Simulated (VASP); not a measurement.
A run of VASP 6.6.1 is set up as follows.

INCAR

```
SYSTEM = TaN
PREC = Accurate
ENCUT = 520
EDIFF = 1E-6
ISMEAR = 0
SIGMA = 0.05
LREAL = .False.
LASPH = .True.
NELM = 150
ALGO = Normal
ISIF = 2
LWAVE = .False.
LCHARG = .False.
ISPIN = 2
MAGMOM = 0 0 0 0 0 0
LORBIT = 11
LMAXMIX = 4
LDAU = .True.
LDAUTYPE = 2
LDAUL = 2 -1
LDAUU = 4 0
LDAUJ = 0 0
LDAUPRINT = 1
NBANDS = 37
```

KPOINTS

```
Automatic mesh
0
Gamma
  4 4 7
  0 0 0
```

The input POSCAR:

```
TaN
1.0
    5.1850002000      0.0000000000      0.0000000000
   -2.5925001000      4.4903418900      0.0000000000
    0.0000000000      0.0000000000      2.9080005300
Ta N
3 3
Direct
    0.0000000000      0.0000000000      0.0000000000
    0.3333333333      0.6666666667      0.5000000000
    0.6666666667      0.3333333333      0.5000000000
    0.5000000000      0.0000000000      0.0000000000
    0.5000000000      0.5000000000      0.0000000000
    0.0000000000      0.5000000000      0.0000000000
```

Potentials or basis: VASP PAW LDA potentials, release 64 (Ta_pv, N).

Command:

```sh
$ cat potpaw_LDA.64/Ta_pv/POTCAR potpaw_LDA.64/N/POTCAR > POTCAR
$ mpirun -np 1 vasp_std > vasp.out
```

(1) What does it give for the pressure?

(2) Estimate the net moment.

Results:

(1) 9.0 GPa.

(2) 0.00 μB per cell.

Caveat: the cell stands under pressure.
